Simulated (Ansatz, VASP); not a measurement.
**Two plane-wave programs on CsPtS**

```
Cs Pt S
1.0
     3.57057    0.00000    0.00000
     0.00000    3.57057    0.00000
     0.00000    0.00000    6.38607
Cs Pt S
1 1 1
Direct
  0.00000 0.00000 0.00000
  0.00000 0.00000 0.50000
  0.50000 0.50000 0.50000
```

Alike in both runs: functional PBE; k mesh 4 × 4 × 4; occupations gaussian, width 0.1 eV; no spin polarisation.

Ansatz relaxed the structure, and its values are those at the end. VASP's run is a single point on that final structure, the one shown.

|  | VASP | Ansatz |
| --- | --- | --- |
| version | VASP 6.6.1 | Ansatz 0.2.0 |
| potentials or method | VASP PAW PBE potentials, release 64 (Cs_sv, Pt, S), cutoff 520 eV | scalar-relativistic, plane waves, PAW |
| valence electrons in the cell | 25 | 33 |

```csv
,VASP,Ansatz,Ansatz less VASP
gap on the k mesh at the Fermi level (eV),none,none,-
pressure (GPa),-0.1,-0.2,-0.08
```

A gap of «none» marks a metal or a gap that the smearing closes. VASP's potentials hold 25 valence electrons a cell and Ansatz's 33, so a difference there can come from the potentials and not from the codes.

The k mesh is coarse, so the values compare programs but aren't converged. Spin-orbit coupling is off throughout.
